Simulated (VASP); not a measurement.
LiH: single point with LDA

LiH:

```
CELL_PARAMETERS angstrom
0.00000 2.19510 2.03250
2.19510 0.00000 2.03250
2.19510 2.19510 0.00000
ATOMIC_POSITIONS crystal
Li 0.00000 0.00000 0.00000
H 0.50000 0.50000 0.50000
```

This cell differs from its parent crystal: strain +0.080 along x and y, +0.000 along z.

| Property | Result |
| --- | --- |
| Program | VASP 6.6.1 |
| Task | single point |
| Functional | LDA |
| Potentials or basis | VASP PAW LDA potentials, release 64 (Li_sv, H) |
| Cutoff | 520 eV |
| k mesh | 10 × 10 × 10 |
| Occupations | gaussian, width 0.05 eV |
| Spin | no spin polarisation |

```
Band gap on the k mesh : 2.12 eV, indirect (least direct gap 2.65 eV)
```

Levels at points of the mesh, in eV from the valence-band top:
```tsv
k point	band 1	band 2	band 3	band 4	band 5
(0.00, 0.00, 0.00)	-44.02	-5.18	13.32	14.85	15.45
(0.50, 0.00, 0.00)	-44.00	-2.58	3.88	11.35	13.38
(0.50, 0.50, 0.00)	-43.98	0.00	3.04	8.48	8.48
(0.50, 0.00, 0.50)	-43.99	-0.53	2.12	9.27	9.88
```

Wall time 5.9 s on 1 thread of Intel(R) Xeon(R) Platinum 8375C CPU @ 2.90GHz (Ice Lake) (shared host), peak memory 0.13 GiB.

Caveat: the cell differs from its parent crystal (strain +0.080 along x and y, +0.000 along z). A k mesh can miss the band edges.
